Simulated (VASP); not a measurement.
# Ni3Ge (Pm-3m) in VASP: further runs

The runs below take Ni3Ge through vibrations by perturbation theory, with PBEsol.

Everything below comes from runs of VASP 6.6.1. Logs are shortened: lines on timing, memory, paths and dates and some standing lists are left out, and cuts for length are marked.

## 1. The cell of the first run

Symmetry: Pm-3m, No. 221, cubic system. Conventional cell: a = 3.550 Å, b = 3.550 Å, c = 3.550 Å, α = 90.00°, β = 90.00°, γ = 90.00°. Ni (site symmetry 4/mmm) has 8 Ni at 2.51 Å and 4 Ge at 2.51 Å within 3.3 Å. Within 3.3 Å of Ge (site symmetry m-3m) lie 12 Ni at 2.51 Å.

## 2. Vibrations by perturbation theory, PBEsol (11.19 Å³/atom)

The input, INCAR:

```
PREC = Accurate ; ENCUT = 520
EDIFF = 1E-8 ; ISMEAR = -1
SIGMA = 0.15 ; LREAL = F
LASPH = T ; NELM = 80
ALGO = Fast ; ISIF = 2
LWAVE = F ; LCHARG = F
GGA = PS ; NBANDS = 30
IBRION = 8 ; NSW = 1
```

The input, KPOINTS:

```
Automatic mesh
0
Gamma
  12 12 12
```

The input, POSCAR:

```
Ni3Ge
1.0
    3.5503440159      0.0000000000      0.0000000000
    0.0000000000      3.5503440159      0.0000000000
    0.0000000000      0.0000000000      3.5503440159
Ni Ge
3 1
Direct
    0.5000000000      0.0000000000      0.5000000000
    0.0000000000      0.5000000000      0.5000000000
    0.5000000000      0.5000000000      0.0000000000
    0.0000000000      0.0000000000      0.0000000000
```

Potentials or basis: VASP PAW PBE potentials, release 64 (Ni, Ge_d).

Launch:

```
$ cat potpaw_PBE.64/Ni/POTCAR potpaw_PBE.64/Ge_d/POTCAR > POTCAR
$ mpirun -np 1 vasp_std > vasp.out
```

OUTCAR:

```text
PREC = Accurate
   ENCUT = 520
   EDIFF = 1E-8
   ISMEAR = -1
   LREAL = F
   LASPH = T
   NELM = 80
   ISIF = 2
   GGA = PS
   IBRION = 8
   NSW = 1

 ion  position               nearest neighbor table
   1  0.500  0.000  0.500-   2 2.51   3 2.51   4 2.51   3 2.51   4 2.51   2 2.51   3 2.51   3 2.51
                             2 2.51   4 2.51   4 2.51   2 2.51
   2  0.000  0.500  0.500-   1 2.51   3 2.51   4 2.51   3 2.51   4 2.51   1 2.51   4 2.51   4 2.51
                             1 2.51   3 2.51   3 2.51   1 2.51
   3  0.500  0.500  0.000-   1 2.51   2 2.51   4 2.51   1 2.51   2 2.51   1 2.51   4 2.51   1 2.51
                             2 2.51   4 2.51   2 2.51   4 2.51
   4  0.000  0.000  0.000-   1 2.51   2 2.51   3 2.51   1 2.51   2 2.51   2 2.51   3 2.51   2 2.51
                             1 2.51   3 2.51   1 2.51   3 2.51

  LATTYP: Found a simple cubic cell.
 ALAT       =     3.5503440159

  Lattice vectors:

 A1 = (   3.5503440159,   0.0000000000,   0.0000000000)
 A2 = (   0.0000000000,   3.5503440159,   0.0000000000)
 A3 = (   0.0000000000,   0.0000000000,   3.5503440159)

Analysis of symmetry for initial positions (statically):
=====================================================================
 Subroutine PRICEL returns:
 Original cell was already a primitive cell.

 Routine SETGRP: Setting up the symmetry group for a
 simple cubic supercell.

 Subroutine GETGRP returns: Found 48 space group operations
 (whereof 48 operations were pure point group operations)
 out of a pool of 48 trial point group operations.

The static configuration has the point symmetry O_h .

Analysis of symmetry for dynamics (positions and initial velocities):
=====================================================================
 Subroutine PRICEL returns:
 Original cell was already a primitive cell.

 Routine SETGRP: Setting up the symmetry group for a
 simple cubic supercell.

 Subroutine GETGRP returns: Found 48 space group operations
 (whereof 48 operations were pure point group operations)
 out of a pool of 48 trial point group operations.

The dynamic configuration has the point symmetry O_h .

 Subroutine INISYM returns: Found 48 space group operations
 (whereof 48 operations are pure point group operations),
 and found     1 'primitive' translations

----------------------------------------------------------------------------------------

                                     Primitive cell

  volume of cell :      44.7519

  direct lattice vectors                    reciprocal lattice vectors
     3.550344016  0.000000000  0.000000000     0.281662846  0.000000000  0.000000000
     0.000000000  3.550344016  0.000000000     0.000000000  0.281662846  0.000000000
     0.000000000  0.000000000  3.550344016     0.000000000  0.000000000  0.281662846

  length of vectors
     3.550344016  3.550344016  3.550344016     0.281662846  0.281662846  0.281662846

  position of ions in fractional coordinates (direct lattice)
     0.500000000  0.000000000  0.500000000
     0.000000000  0.500000000  0.500000000
     0.500000000  0.500000000  0.000000000
     0.000000000  0.000000000  0.000000000

  ion indices of the primitive-cell ions
   primitive index   ion index
                 1           1
                 2           2
                 3           3
[... 119 lines left out ...]
  ---------------------------------------------------
  free energy    TOTEN  =       -24.80746277 eV

  energy without entropy =      -24.62982698  energy(sigma->0) =      -24.71864487

 E-fermi :  10.0366     XC(G=0): -13.5496

 val. band max:       10.0085380070   @ k =   0.5000   0.4167   0.3333
 cond. band min:      10.0737847593   @ k =   0.4167   0.4167   0.3333
 fundamental gap:      0.0652467524
 Fermi energy:        10.0366480552

 k-point     1 :       0.0000    0.0000    0.0000
  band No.  band energies     occupation
      1     -14.6042      2.00000
      2     -14.6042      2.00000
      3     -14.5906      2.00000
      4     -14.5906      2.00000
      5     -14.5906      2.00000
      6      -2.4637      2.00000
[... 781 lines left out ...]
     29      19.6652      0.00000
     30      20.7030      0.00000

 [... further k-points ...]

------------------------ aborting loop because EDIFF is reached ----------------------------------------

  FORCE on cell =-STRESS in cart. coord.  units (eV):
  Direction    XX          YY          ZZ          XY          YZ          ZX
  --------------------------------------------------------------------------------------
  -------------------------------------------------------------------------------------
  Total       -1.0780785     -1.0780785     -1.0780785      0.0000000     -0.0000000      0.0000000
  in kB      -38.5966558    -38.5966558    -38.5966558      0.0000000     -0.0000000      0.0000000
  external PRESSURE =     -38.5966558 kB  Pullay stress =       0.0000000 kB

 VOLUME and BASIS-vectors are now :
 -----------------------------------------------------------------------------
  energy-cutoff  :      520.00
  volume of cell :       44.75
      direct lattice vectors                 reciprocal lattice vectors
     3.550344016  0.000000000  0.000000000     0.281662846  0.000000000  0.000000000
     0.000000000  3.550344016  0.000000000     0.000000000  0.281662846  0.000000000
     0.000000000  0.000000000  3.550344016     0.000000000  0.000000000  0.281662846

 POSITION                                       TOTAL-FORCE (eV/Angst)
 -----------------------------------------------------------------------------------
      1.77517      0.00000      1.77517         0.000000      0.000000      0.000000
      0.00000      1.77517      1.77517         0.000000      0.000000      0.000000
      1.77517      1.77517      0.00000         0.000000      0.000000      0.000000
      0.00000      0.00000      0.00000         0.000000      0.000000      0.000000
 -----------------------------------------------------------------------------------
    total drift:                                0.000000      0.000000      0.000000

  FREE ENERGIE OF THE ION-ELECTRON SYSTEM (eV)
  ---------------------------------------------------
  free  energy   TOTEN  =       -24.8074627703 eV

  energy  without entropy=      -24.6298269791  energy(sigma->0) =      -24.71864487

[... ionic steps 2 to 12 ...]

--------------------------------------- Ionic step       13  -------------------------------------------

 Free energy of the ion-electron system (eV)
  ---------------------------------------------------
  ---------------------------------------------------
  free energy    TOTEN  =        -0.19430476 eV

  energy without entropy =       -0.19430476

------------------------ aborting loop because EDIFF is reached ----------------------------------------

 INTERNAL STRAIN TENSOR  FOR ION    4  DIRECTION 1   (eV/Angst):
 -----------------------------------------------------------------------------
    -0.05138  0.00000  0.00000
     0.00000  0.00724  0.00000
    -0.00000  0.00000  0.00724

 INTERNAL STRAIN TENSOR FOR ION    4 for displacements in x,y,z  (eV/Angst):
          X           Y           Z          XY          YZ          ZX
  --------------------------------------------------------------------------------
  x     0.00000     0.00000     0.00000     0.00000     0.00000     0.00000
  y     0.00000     0.00000     0.00000     0.00000     0.00000     0.00000
  z     0.00000     0.00000     0.00000     0.00000     0.00000     0.00000

 SECOND DERIVATIVES (NOT SYMMETRIZED)
 ------------------------------------
               1X          1Y          1Z          2X          2Y          2Z          3X          3Y          3Z          4X          4Y          4Z
  1X    -7.988326    0.000000    0.000000    5.085363    0.000000    0.000000   -0.582660    0.000000    0.000000    3.485623    0.000000    0.000000
  1Y     0.000000   -9.492875    0.000000   -0.000000    5.085776    0.000000    0.000000    5.085776   -0.000000    0.000000   -0.678677   -0.000000
  1Z     0.000000    0.000000   -7.988326    0.000000    0.000000   -0.582660    0.000000    0.000000    5.085363    0.000000    0.000000    3.485623
  2X     5.085776   -0.000000    0.000000   -9.492875    0.000000    0.000000    5.085776    0.000000   -0.000000   -0.678677    0.000000    0.000000
  2Y     0.000000    5.085363    0.000000    0.000000   -7.988326    0.000000    0.000000   -0.582660    0.000000    0.000000    3.485623    0.000000
  2Z     0.000000    0.000000   -0.582660    0.000000    0.000000   -7.988326    0.000000    0.000000    5.085363    0.000000    0.000000    3.485623
  3X    -0.582660    0.000000    0.000000    5.085363    0.000000    0.000000   -7.988326    0.000000    0.000000    3.485623    0.000000    0.000000
  3Y     0.000000    5.085363    0.000000    0.000000   -0.582660    0.000000    0.000000   -7.988326    0.000000    0.000000    3.485623    0.000000
  3Z     0.000000    0.000000    5.085776    0.000000    0.000000    5.085776    0.000000    0.000000   -9.492875    0.000000    0.000000   -0.678677
  4X     3.502611   -0.000000    0.000000   -0.664662   -0.000000    0.000000    3.502611    0.000000    0.000000   -6.340560   -0.000000   -0.000000
  4Y    -0.000000   -0.664662    0.000000   -0.000000    3.502611    0.000000    0.000000    3.502611    0.000000   -0.000000   -6.340560    0.000000
  4Z     0.000000   -0.000000    3.502611   -0.000000    0.000000    3.502611   -0.000000   -0.000000   -0.664662   -0.000000   -0.000000   -6.340560

 Eigenvectors and eigenvalues of the dynamical matrix
 ----------------------------------------------------

   1 f  =    8.482646 THz    53.298036 2PiTHz  282.950612 cm-1    35.081389 meV
             X         Y         Z           dx          dy          dz
      1.775172  0.000000  1.775172     0.136982   -0.635620   -0.000000
      0.000000  1.775172  1.775172    -0.185140    0.470283   -0.000000
      1.775172  1.775172  0.000000     0.136982    0.470283    0.000000
      0.000000  0.000000  0.000000    -0.080007   -0.274678    0.000000
[... 71 lines left out ...]
  12 f/i=    0.009906 THz     0.062242 2PiTHz    0.330432 cm-1     0.040968 meV
             X         Y         Z           dx          dy          dz
      1.775172  0.000000  1.775172     0.464408    0.141547    0.027623
      0.000000  1.775172  1.775172     0.464857    0.141410    0.027623
      1.775172  1.775172  0.000000     0.464408    0.141410    0.027650
      0.000000  0.000000  0.000000     0.514544    0.156676    0.030606

--------------------------------------------------------------------------------------------------------

 ELASTIC MODULI CONTR FROM IONIC RELAXATION (kBar)
 Direction    XX          YY          ZZ          XY          YZ          ZX
 --------------------------------------------------------------------------------
 XX           0.0000      0.0000      0.0000      0.0000      0.0000      0.0000
 YY           0.0000      0.0000      0.0000      0.0000      0.0000      0.0000
 ZZ           0.0000      0.0000      0.0000      0.0000      0.0000      0.0000
 XY           0.0000      0.0000      0.0000      0.0000      0.0000      0.0000
 YZ           0.0000      0.0000      0.0000      0.0000      0.0000      0.0000
 ZX           0.0000      0.0000      0.0000      0.0000      0.0000      0.0000
 --------------------------------------------------------------------------------
```

It took 17 min on 1 thread of Intel Xeon 6975P-C (Granite Rapids), shared host; peak memory 0.89 GiB.

What came out:

```yaml
Highest_phonon_frequency_at_Γ: 283 cm⁻¹
```

Phonon frequencies in cm⁻¹ (negative: imaginary):
```tsv
q point	frequencies
(0.000, 0.000, 0.000)	0 0 0 165 165 165 185 185 185 283 283 283
```

Caveat: the cell stands under pressure or tension, which shifts response properties; the PAW data sets were made with another functional, which shifts forces and pressure a little. Spin polarisation is off, so any magnetic state and its effect on volume and gap are missing.

[end of part 1 of 2]
